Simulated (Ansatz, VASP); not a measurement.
NaI: VASP beside Ansatz

The input POSCAR:

```
NaI
1.0
    0.0000000000      3.2968610500      3.2968610500
    3.2968610500      0.0000000000      3.2968610500
    3.2968610500      3.2968610500      0.0000000000
Na I
1 1
Direct
    0.0000000000      0.0000000000      0.0000000000
    0.5000000000      0.5000000000      0.5000000000
```

Contents of INCAR.step1:

```
PREC = Accurate
ENCUT = 520
ISMEAR = -1
SIGMA = 0.02
LREAL = False
LASPH = True
NELM = 100
GGA = PE
ALGO = Normal
EDIFF = 1E-4
LWAVE = True
LCHARG = False
```

The input INCAR.step2:

```
PREC = Accurate
ENCUT = 520
EDIFF = 1E-6
ISMEAR = -1
SIGMA = 0.02
LREAL = False
LASPH = True
NELM = 100
ALGO = Normal
ISIF = 2
LWAVE = False
LCHARG = False
METAGGA = R2SCAN
LMIXTAU = True
IBRION = 2
NSW = 50
EDIFFG = -0.01
ISTART = 1
```

Contents of KPOINTS:

```
Automatic mesh
0
Gamma
  8 8 8
```

Input for Ansatz:

```yaml
crystal:
  lattice:
    - [0.0, 3.29686105, 3.29686105]
    - [3.29686105, 0.0, 3.29686105]
    - [3.29686105, 3.29686105, 0.0]
  atoms:
    - { symbol: Na, position: [0.0, 0.0, 0.0] }
    - { symbol: I, position: [0.5, 0.5, 0.5] }
  symmetry: { tolerance: 0.0003 }
hamiltonian:
  xc: r2scan
  pseudopotentials: { kind: paw, azcp: { folder: soft_1 } }
basis:
  ecutwfc: 500
magnetization:
  spin_polarized: false
scf:
  occupations: { method: fermi_dirac, width: 0.02 }
kpoints:
  mp_grid: { grid: [8, 8, 8], shift: [0, 0, 0] }
  band_path:
    path:
      - [0.0, 0.0, 0.0]
      - [0.5, 0.0, 0.5]
      - [0.625, 0.25, 0.625]
      - [0.375, 0.375, 0.75]
      - [0.0, 0.0, 0.0]
      - [0.5, 0.5, 0.5]
      - [0.5, 0.25, 0.75]
      - [0.5, 0.0, 0.5]
    npoints: 10
output:
  forces: true
  stress: true
  eigenvalues: true
  write_potential: true
  elf: true
  volumetric_format: npy
  dos: { e_range: [-12, 8], de: 0.05 }
relax:
  max_steps: 30
```

Alike in both runs: task relaxation of the atoms; functional r2SCAN; k mesh 8 × 8 × 8; occupations fermi-dirac, width 0.02 eV; no spin polarisation.

```csv
,VASP,Ansatz
version,VASP 6.6.1,Ansatz 0.2.0
potentials or method,"VASP PAW PBE potentials, release 64 (Na_pv, I), cutoff 520 eV",PAW plane waves
valence electrons in the cell,14,26
```

```tsv
	VASP	Ansatz	Ansatz less VASP
gap on the k mesh at the Fermi level, each at its own relaxed structure (eV)	4.28	4.27	-0.009
```

VASP's potentials were made for PBE, not for r2SCAN. VASP's potentials hold 14 valence electrons a cell and Ansatz's 26, so a difference there can come from the potentials and not from the codes. Ansatz's warnings: stress scf threshold loose.

Spin-orbit coupling is off throughout. Noted on VASP's run: the relaxation stopped at its first step, so nothing moved.
